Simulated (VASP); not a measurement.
# Zn (P6_3/mmc) in VASP: a series of runs

The runs below take Zn through relaxation of shape and atoms at fixed volume, single point, with PBE.

All numbers are computed with VASP 6.6.1; they aren't measurements. Logs are shortened: lines on timing, memory, paths and dates and some standing lists are left out, and cuts for length are marked.

## Step 1: The cell of the first run

It takes space group P6_3/mmc (No. 194, hexagonal). The conventional cell has a = 2.595 Å, b = 2.595 Å, c = 4.785 Å, α = 90.00°, β = 90.00°, γ = 120.00°. Zn (site symmetry -6m2) has 12 Zn at 2.60 to 2.82 Å within 3.4 Å.

## Step 2: Relaxation of shape and atoms at fixed volume, PBE (13.96 Å³/atom)

The input, INCAR:

```
SYSTEM = Zn
PREC = Accurate ; ENCUT = 600
EDIFF = 1E-6 ; ISMEAR = 0
SIGMA = 0.1 ; LREAL = .FALSE.
LASPH = .TRUE. ; NELM = 80
ALGO = Fast ; ISIF = 4
LWAVE = .FALSE. ; LCHARG = .FALSE.
GGA = PE ; IBRION = 2
NSW = 50 ; EDIFFG = -0.01
```

The input, KPOINTS:

```
Automatic mesh
0
G
  18 18 8
  0 0 0
```

The input, POSCAR:

```
Zn
1.0
    2.5954977404      0.0000000000      0.0000000000
   -1.2977488702      2.2477669786      0.0000000000
    0.0000000000      0.0000000000      4.7849790204
Zn
2
Direct
    0.3333333333      0.6666666667      0.2500000000
    0.6666666667      0.3333333333      0.7500000000
```

Potentials or basis: VASP PAW PBE potentials, release 64 (Zn).

The run is started by

```bash
$ cat potpaw_PBE.64/Zn/POTCAR > POTCAR
$ mpirun -np 1 vasp_std > vasp.out
```

OUTCAR:

```text
SYSTEM = Zn
   PREC = Accurate
   ENCUT = 600
   EDIFF = 1E-6
   ISMEAR = 0
   LREAL = .FALSE.
   LASPH = .TRUE.
   NELM = 80
   ISIF = 4
   GGA = PE
   IBRION = 2
   NSW = 50
   EDIFFG = -0.01

 ion  position               nearest neighbor table
   1  0.333  0.667  0.250-   2 2.82   2 2.82   2 2.82   2 2.82   2 2.82   2 2.82
   2  0.667  0.333  0.750-   1 2.82   1 2.82   1 2.82   1 2.82   1 2.82   1 2.82

  LATTYP: Found a hexagonal cell.
 ALAT       =     2.5954977404
 C/A-ratio  =     1.8435689409

  Lattice vectors:

 A1 = (   2.5954977404,   0.0000000000,   0.0000000000)
 A2 = (  -1.2977488702,   2.2477669786,   0.0000000000)
 A3 = (   0.0000000000,   0.0000000000,   4.7849790204)

Analysis of symmetry for initial positions (statically):
=====================================================================
 Subroutine PRICEL returns:
 Original cell was already a primitive cell.

 Routine SETGRP: Setting up the symmetry group for a
 hexagonal supercell.

 Subroutine GETGRP returns: Found 24 space group operations
 (whereof 12 operations were pure point group operations)
 out of a pool of 24 trial point group operations.

The static configuration has the point symmetry D_3d.
 The point group associated with its full space group is D_6h.

Analysis of symmetry for dynamics (positions and initial velocities):
=====================================================================
 Subroutine PRICEL returns:
 Original cell was already a primitive cell.

 Routine SETGRP: Setting up the symmetry group for a
 hexagonal supercell.

 Subroutine GETGRP returns: Found 24 space group operations
 (whereof 12 operations were pure point group operations)
 out of a pool of 24 trial point group operations.

The dynamic configuration has the point symmetry D_3d.
 The point group associated with its full space group is D_6h.

 Subroutine INISYM returns: Found 24 space group operations
 (whereof 12 operations are pure point group operations),
 and found     1 'primitive' translations

----------------------------------------------------------------------------------------

                                     Primitive cell

  volume of cell :      27.9159

  direct lattice vectors                    reciprocal lattice vectors
     2.595497740  0.000000000  0.000000000     0.385282555  0.222442987  0.000000000
    -1.297748870  2.247766979  0.000000000     0.000000000  0.444885973  0.000000000
     0.000000000  0.000000000  4.784979020     0.000000000  0.000000000  0.208987332

  length of vectors
     2.595497740  2.595497740  4.784979020     0.444885973  0.444885973  0.208987332

  position of ions in fractional coordinates (direct lattice)
     0.333333333  0.666666667  0.250000000
     0.666666667  0.333333333  0.750000000

  ion indices of the primitive-cell ions
   primitive index   ion index
                 1           1
                 2           2

----------------------------------------------------------------------------------------

 KPOINTS: Automatic mesh

Automatic generation of k-mesh.
 Grid dimensions read from file:
 generate k-points for:   18   18    8

 Generating k-lattice:

  Cartesian coordinates                     Fractional coordinates (reciprocal lattice)
     0.021404586  0.012357944  0.000000000     0.055555556  0.000000000  0.000000000
     0.000000000  0.024715887  0.000000000     0.000000000  0.055555556  0.000000000
     0.000000000  0.000000000  0.026123417     0.000000000  0.000000000  0.125000000

  Length of vectors
     0.024715887  0.024715887  0.026123417

  Shift w.r.t. Gamma in fractional coordinates (k-lattice)
     0.000000000  0.000000000  0.000000000

 Subroutine IBZKPT returns following result:
 ===========================================

 Found    185 irreducible k-points:

 Following reciprocal coordinates:
            Coordinates               Weight
  0.000000  0.000000  0.000000      1.000000
  0.055556 -0.000000  0.000000      6.000000
  0.111111 -0.000000  0.000000      6.000000
  0.166667 -0.000000  0.000000      6.000000
  0.222222 -0.000000  0.000000      6.000000
  0.277778 -0.000000  0.000000      6.000000
[... 16 lines left out ...]
  0.333333  0.111111  0.000000     12.000000
  0.388889  0.111111  0.000000     12.000000
 [... further k-points ...]
   k-points           NKPTS =    185   k-points in BZ     NKDIM =    185   number of bands    NBANDS=     16
   number of dos      NEDOS =    301   number of ions     NIONS =      2
   total plane-waves  NPLWV =  23040
   dimension x,y,z NGX =    24 NGY =   24 NGZ =   40
   dimension x,y,z NGXF=    48 NGYF=   48 NGZF=   80
   ions per type =               2
   NGX,Y,Z   is equivalent  to a cutoff of  15.37, 15.37, 13.90 a.u.
   NGXF,Y,Z  is equivalent  to a cutoff of  30.74, 30.74, 27.79 a.u.
 SYSTEM =  Zn
   PREC   = accura    normal or accurate (medium, high low for compatibility)
   ISTART =      0    job   : 0-new  1-cont  2-samecut
   ICHARG =      2    charge: 1-file 2-atom 10-const
   ISPIN  =      1    spin polarized calculation?
   LNONCOLLINEAR =      F non collinear calculations
   LSORBIT =      F    spin-orbit coupling
   LASPH  =      T    aspherical Exc in radial PAW
   ENCUT  =  600.0 eV  44.10 Ry    6.64 a.u.   5.18  5.18  9.56*2*pi/ulx,y,z
   NELM   =     80;   NELMIN=  2; NELMDL= -5     # of ELM steps
   EDIFF  = 0.1E-05   stopping-criterion for ELM
   LREAL  =      F    real-space projection
   EDIFFG = -.1E-01   stopping-criterion for IOM
   NSW    =     50    number of steps for IOM
   IBRION =      2    ionic relax: 0-MD 1-quasi-New 2-CG
   NFREE  =      1    steps in history (QN), initial steepest desc. (CG)
   ISIF   =      4    stress and relaxation
   ISYM   =      2    0-nonsym 1-usesym 2-fastsym
   POTIM  = 0.5000    time-step for ionic-motion
   TEBEG  =    0.0;   TEEND  =   0.0 temperature during run
   PSTRESS=    0.0 pullay stress
   NELECT =      24.0000    total number of electrons
   NUPDOWN=      -1.0000    fix difference up-down
   EMIN   =  10.00;   EMAX   =-10.00  energy-range for DOS
   EFERMI =   0.00;   METHOD = LEGACY
   ISMEAR =     0;   SIGMA  =   0.10  broadening in eV -4-tet -1-fermi 0-gaus
   EFERMI_NEDOS =   21; number of points for ismear=-14 and -15
   IALGO  =     68    algorithm
   IMIX   =      4    mixing-type and parameters
     AMIX     =   0.40;   BMIX     =  1.00
     AMIX_MAG =   1.60;   BMIX_MAG =  1.00
  volume/ion in A,a.u.               =      13.96        94.19
  Fermi-wavevector in a.u.,A,eV,Ry     =   1.556663  2.941666 32.969631  2.423199
  Thomas-Fermi vector in A             =   2.660426
   LORBIT       =      0    0 simple, 1 ext, 2 COOP (PROOUT), +10 PAW based schemes
   GGA     = PE    functional components
   LHFCALC =     F    Hartree Fock is set to
   AEXX    =    0.0000 exact exchange contribution
   IVDW    =     0    specifies the selected vdW correction
   LEPSILON=     F    determine dielectric tensor
   LRPA    =     F    only Hartree local field effects (RPA)
 conjugate gradient relaxation of ions
 non-spin polarized calculation
 RMM-DIIS sequential band-by-band and
 Gauss-broadening in eV      SIGMA  =   0.10
  energy-cutoff  :      600.00
  volume of cell :       27.92
 maximum number of plane-waves:       949
 NGX is ok and might be reduce to    24
   NGX = 11   NGY = 11   NGZ = 19

--------------------------------------- Ionic step        1  -------------------------------------------

 number of electron      23.9999996 magnetization

 Free energy of the ion-electron system (eV)
  ---------------------------------------------------
  ext. energy  EPLUGINS =         0.00000000
  ---------------------------------------------------
  free energy    TOTEN  =        -2.16030568 eV

  energy without entropy =       -2.15792098  energy(sigma->0) =       -2.15911333

------------------------ aborting loop because EDIFF is reached ----------------------------------------

  FORCE on cell =-STRESS in cart. coord.  units (eV):
  Direction    XX          YY          ZZ          XY          YZ          ZX
  --------------------------------------------------------------------------------------
  -------------------------------------------------------------------------------------
  Total        1.4650814      1.4650814      1.2538432     -0.0000000      0.0000000      0.0000000
  in kB       84.0853518     84.0853518     71.9617679     -0.0000000      0.0000000      0.0000000
  external PRESSURE =      80.0441572 kB  Pullay stress =       0.0000000 kB

 VOLUME and BASIS-vectors are now :
 -----------------------------------------------------------------------------
  energy-cutoff  :      600.00
  volume of cell :       27.92
      direct lattice vectors                 reciprocal lattice vectors
     2.595497740  0.000000000  0.000000000     0.385282555  0.222442987  0.000000000
    -1.297748870  2.247766979  0.000000000     0.000000000  0.444885973  0.000000000
     0.000000000  0.000000000  4.784979020     0.000000000  0.000000000  0.208987332
[... 37 lines left out ...]
 POSITION                                       TOTAL-FORCE (eV/Angst)
 -----------------------------------------------------------------------------------
     -0.00000      1.50106      1.19218        -0.000000     -0.000000      0.000000
      1.29996      0.75053      3.57655         0.000000      0.000000      0.000000
 -----------------------------------------------------------------------------------
    total drift:                                0.000000     -0.000000      0.000000

  FREE ENERGIE OF THE ION-ELECTRON SYSTEM (eV)
  ---------------------------------------------------
  free  energy   TOTEN  =        -2.1609640102 eV

  energy  without entropy=       -2.1587744912  energy(sigma->0) =       -2.15986925

--------------------------------------- Ionic step        3  -------------------------------------------

 number of electron      24.0000012 magnetization

 Free energy of the ion-electron system (eV)
  ---------------------------------------------------
  ext. energy  EPLUGINS =         0.00000000
  ---------------------------------------------------
  free energy    TOTEN  =        -2.16154646 eV

  energy without entropy =       -2.15969194  energy(sigma->0) =       -2.16061920

 E-fermi :   3.8722     XC(G=0): -12.0124

 val. band max:        3.8309697273   @ k =   0.3333   0.2778   0.1250
 cond. band min:       3.8824289707   @ k =   0.3889  -0.0000   0.0000
 fundamental gap:      0.0514592433
 Fermi energy:         3.8722333608

 k-point     1 :       0.0000    0.0000    0.0000
  band No.  band energies     occupation
      1      -7.3514      2.00000
      2      -5.2210      2.00000
      3      -4.3929      2.00000
      4      -4.1579      2.00000
      5      -4.1579      2.00000
      6      -4.0917      2.00000
[... 8 lines left out ...]
     15      21.8521      0.00000
     16      22.2550      0.00000
[... 419 lines left out ...]
 k-point    24 :       0.3889    0.1111    0.0000
  band No.  band energies     occupation
      1      -4.8868      2.00000
      2      -4.7842      2.00000
      3      -4.7077      2.00000
      4      -4.1529      2.00000
      5      -4.0509      2.00000
      6      -4.0088      2.00000
[... 8 lines left out ...]
     15       9.8371      0.00000
     16      10.8699      0.00000

 [... further k-points ...]

------------------------ aborting loop because EDIFF is reached ----------------------------------------

  FORCE on cell =-STRESS in cart. coord.  units (eV):
  Direction    XX          YY          ZZ          XY          YZ          ZX
  --------------------------------------------------------------------------------------
  -------------------------------------------------------------------------------------
  Total        1.2499369      1.2499369      1.2664391      0.0000000     -0.0000000      0.0000000
  in kB       71.7375727     71.7375727     72.6846860      0.0000000     -0.0000000      0.0000000
  external PRESSURE =      72.0532771 kB  Pullay stress =       0.0000000 kB

 VOLUME and BASIS-vectors are now :
 -----------------------------------------------------------------------------
  energy-cutoff  :      600.00
  volume of cell :       27.92
      direct lattice vectors                 reciprocal lattice vectors
     2.609090274  0.000000000  0.000000000     0.383275355  0.221284129 -0.000000000
    -1.304545137  2.259538458 -0.000000000     0.000000000  0.442568258 -0.000000000
     0.000000000  0.000000000  4.735252438     0.000000000  0.000000000  0.211181983

 POSITION                                       TOTAL-FORCE (eV/Angst)
 -----------------------------------------------------------------------------------
     -0.00000      1.50636      1.18381         0.000000      0.000000      0.000000
      1.30455      0.75318      3.55144        -0.000000     -0.000000     -0.000000
 -----------------------------------------------------------------------------------
    total drift:                                0.000000     -0.000000      0.000000

  FREE ENERGIE OF THE ION-ELECTRON SYSTEM (eV)
  ---------------------------------------------------
  free  energy   TOTEN  =        -2.1615464586 eV

  energy  without entropy=       -2.1596919398  energy(sigma->0) =       -2.16061920

 reached required accuracy - stopping structural energy minimisation
```

Wall time 2.4 min (1 thread of Intel Xeon 8259CL, shared host); peak memory 0.22 GiB.

Results:

| Quantity | Value |
| --- | --- |
| Free energy | -2.1615 eV |
| Energy gained by relaxing | 0.6 meV/atom |
| Ionic steps | 3 |
| Pressure after relaxing | 7.2 GPa |
| Band gap on the k mesh | zero (bands 12 and 13 overlap by 4.25 eV) |

Stress tensor (GPa, compression positive):
```
7.17 0.00 0.00
0.00 7.17 0.00
0.00 0.00 7.27
```

The path:
```
step  energy change (eV)  largest force (eV/Å)  pressure (GPa)  volume (Å³)
   1              0.0000                0.0000            8.00        27.92
   2             -0.0007                0.0000            7.52        27.92
   3             -0.0012                0.0000            7.21        27.92
```

Final structure:
```xyz
2
Lattice="2.6091 0.0000 0.0000 -1.3045 2.2595 0.0000 0.0000 0.0000 4.7353" Properties=species:S:1:pos:R:3 pbc="T T T"
Zn    0.0000    1.5064    1.1838
Zn    1.3045    0.7532    3.5514
```

(Continued in part 2 of 2.)
